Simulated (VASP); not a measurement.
Set up this calculation in VASP 6.6.1, as the native input.

```yaml
Task: single point
Functional: PBE
Potentials_or_basis: VASP PAW PBE potentials, release 64 (Mg, O)
Cutoff: 600 eV
k_mesh: 10 × 10 × 10
Occupations: fermi-dirac, width 0.02 eV
Spin: no spin polarisation
Dipole_correction: no
Further_INCAR_settings: ALGO = Normal; EDIFF = 1e-06; NBANDS = 11
```

The structure of MgO lies in POSCAR:

```
MgO
1.0
    0.0000000000      2.2820056627      2.2820056627
    2.2820056627      0.0000000000      2.2820056627
    2.2820056627      2.2820056627      0.0000000000
Mg O
1 1
Direct
    0.0000000000      0.0000000000      0.0000000000
    0.2500000000      0.2500000000      0.2500000000
```

The input as run:

INCAR

```
SYSTEM = MgO
ALGO = Normal ; EDIFF = 1E-6
ENCUT = 600 ; GGA = PE
GGA_COMPAT = .False. ; ISIF = 2
ISMEAR = -1 ; LASPH = .True.
LCHARG = .True. ; LELF = .True.
LREAL = .False. ; LVHAR = .True.
LWAVE = .False. ; NBANDS = 11
NELM = 120 ; PREC = Accurate
SIGMA = 0.02
```

KPOINTS

```
k-points
0
Gamma
  10 10 10
  0 0 0
```

Potentials or basis: VASP PAW PBE potentials, release 64 (Mg, O).

The run is started by

```sh
$ cat potpaw_PBE.64/Mg/POTCAR potpaw_PBE.64/O/POTCAR > POTCAR
$ mpirun -np 1 vasp_std > vasp.out
```

It gave:

```json
{"Pressure": "3.3 GPa", "Band gap on the k mesh": "3.64 eV, direct"}
```

Run time: 15 s on 1 thread of Intel(R) Xeon(R) Platinum 8259CL CPU @ 2.50GHz (Skylake/Cascade Lake), with other jobs on the host, peak memory 0.16 GiB.
